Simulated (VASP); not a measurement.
ZnF2: relaxation of the atoms with r2SCAN

Crystal: ZnF2.

```
Zn F
1.0
     4.70381    0.00000    0.00000
     0.00000    4.70381    0.00000
     0.00000    0.00000    3.12913
Zn F
2 4
Direct
  0.00000 0.00000 0.00000
  0.50000 0.50000 0.50000
  0.30321 0.30321 0.00000
  0.19679 0.80321 0.50000
  0.69679 0.69679 0.00000
  0.80321 0.19679 0.50000
```

```json
{"Program": "VASP 6.6.1", "Task": "relaxation of the atoms", "Functional": "r2SCAN", "Potentials or basis": "VASP PAW PBE potentials, release 64 (Zn, F)", "Cutoff": "580 eV", "k mesh": "6 × 6 × 10", "Occupations": "fermi-dirac, width 0.02 eV", "Spin": "no spin polarisation", "Dipole correction": "no", "Further INCAR settings": "ALGO = Normal; EDIFF = 1e-07; IBRION = 2; EDIFFG = -0.01; NSW = 50"}
```

```yaml
Energy_gained_by_relaxing: 0.0 meV/atom
Ionic_steps: 2
Pressure_after_relaxing: 0.4 GPa
Largest_force_after_relaxing: 0.008 eV/Å
Band_gap_on_the_k_mesh: 4.21 eV
```

Forces on the atoms (eV/Å):
```
Zn   0.000  0.000  0.000
Zn   0.000  0.000  0.000
F   -0.006 -0.006  0.000
F    0.006 -0.006  0.000
F    0.006  0.006  0.000
F   -0.006  0.006  0.000
```

Stress tensor (GPa, compression positive):
```
0.34 0.00 0.00
0.00 0.34 0.00
0.00 0.00 0.49
```

Final structure:
```
Zn F
1.0
     4.70381    0.00000    0.00000
     0.00000    4.70381    0.00000
     0.00000    0.00000    3.12913
Zn F
2 4
Direct
  0.00000 0.00000 0.00000
  0.50000 0.50000 0.50000
  0.30312 0.30312 0.00000
  0.19688 0.80312 0.50000
  0.69688 0.69688 0.00000
  0.80312 0.19688 0.50000
```

Levels at points of the mesh, in eV from the valence-band top:
| k point | band 23 | band 24 | band 25 | band 26 | band 27 | band 28 | band 29 | band 30 |
| --- | --- | --- | --- | --- | --- | --- | --- | --- |
| (0.00, 0.00, 0.00) | -1.35 | -0.38 | -0.38 | 0.00 | 4.21 | 10.24 | 10.42 | 10.42 |
| (0.50, 0.00, 0.00) | -0.67 | -0.67 | -0.46 | -0.46 | 6.84 | 6.84 | 11.35 | 11.35 |
| (0.50, 0.50, 0.00) | -1.37 | -1.37 | -0.39 | -0.39 | 7.83 | 7.83 | 9.87 | 9.87 |
| (0.00, 0.00, 0.50) | -1.28 | -1.28 | -1.25 | -1.25 | 9.11 | 9.11 | 12.81 | 12.81 |
| (0.50, 0.00, 0.50) | -1.42 | -1.42 | -0.07 | -0.07 | 9.68 | 9.68 | 11.16 | 11.16 |
| (0.50, 0.50, 0.50) | -1.25 | -1.25 | -0.80 | -0.80 | 9.02 | 9.02 | 12.23 | 12.23 |

Wall time 3.9 min on 4 MPI ranks on Intel(R) Xeon(R) Platinum 8559C (Emerald Rapids) (shared host), peak memory 0.29 GiB a rank.

Caveat: the PAW data sets were made with another functional, which shifts forces and pressure a little. r2SCAN opens gaps a little over a GGA but as a rule still falls short of measured ones.
